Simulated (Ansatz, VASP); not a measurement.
## SiC in VASP and in Ansatz

The input INCAR:

```
PREC = Accurate ; ENCUT = 600
EDIFF = 1E-6 ; ISMEAR = -1
SIGMA = 0.05 ; LREAL = False
LASPH = True ; NELM = 120
ALGO = Normal ; ISIF = 2
LWAVE = False ; LCHARG = True
GGA = B5 ; ALDAX = 1.0
AGGAX = 1.0 ; AGGAC = 1.0
ALDAC = 0.0 ; IVDW = 13
VDW_S6 = 1.0 ; VDW_S8 = 2.34076671
VDW_A1 = 0.44488865 ; VDW_A2 = 4.0933009
LELF = True ; LVHAR = True
NBANDS = 11 ; GGA_COMPAT = False
```

KPOINTS

```
Automatic mesh
0
Gamma
  10 10 10
```

The input POSCAR:

```
SiC
1.0
    0.0000000000      2.1643753983      2.1643753983
    2.1643753983      0.0000000000      2.1643753983
    2.1643753983      2.1643753983      0.0000000000
Si C
1 1
Direct
    0.0000000000      0.0000000000      0.0000000000
    0.7500000000      0.7500000000      0.7500000000
```

Contents of input.yaml:

```yaml
crystal:
  lattice:
    - [0.0, 2.1643753983, 2.1643753983]
    - [2.1643753983, 0.0, 2.1643753983]
    - [2.1643753983, 2.1643753983, 0.0]
  atoms:
    - { symbol: Si, position: [0.0, 0.0, 0.0] }
    - { symbol: C, position: [0.75, 0.75, 0.75] }
hamiltonian:
  xc: blyp
  pseudopotentials: { kind: paw }
  dispersion: d4
kpoints:
  mp_grid: { grid: [10, 10, 10] }
scf:
  occupations: { method: fermi_dirac, width: 0.05 }
output:
  forces: true
  stress: true
  eigenvalues: true
```

Alike in both runs: task single point; functional BLYP; dispersion D4; k mesh 10 × 10 × 10; occupations fermi-dirac, width 0.05 eV; no spin polarisation.

|  | VASP | Ansatz |
| --- | --- | --- |
| version | VASP 6.6.1 | Ansatz 0.2.0 |
| potentials or method | VASP PAW PBE potentials, release 64 (Si, C) | Ansatz PAW |
| plane-wave cutoff (eV) | 600 | 420 |
| valence electrons in the cell | 8 | 8 |

|  | VASP | Ansatz | Ansatz less VASP |
| --- | --- | --- | --- |
| gap on the k mesh at the Fermi level (eV) | 1.69 | 1.69 | -0.003 |
| least direct gap on the mesh (eV) | 4.86 | 4.84 | -0.016 |
| pressure (GPa) | 4.0 | 3.5 | -0.50 |

VASP's potentials were made for PBE, not for BLYP.
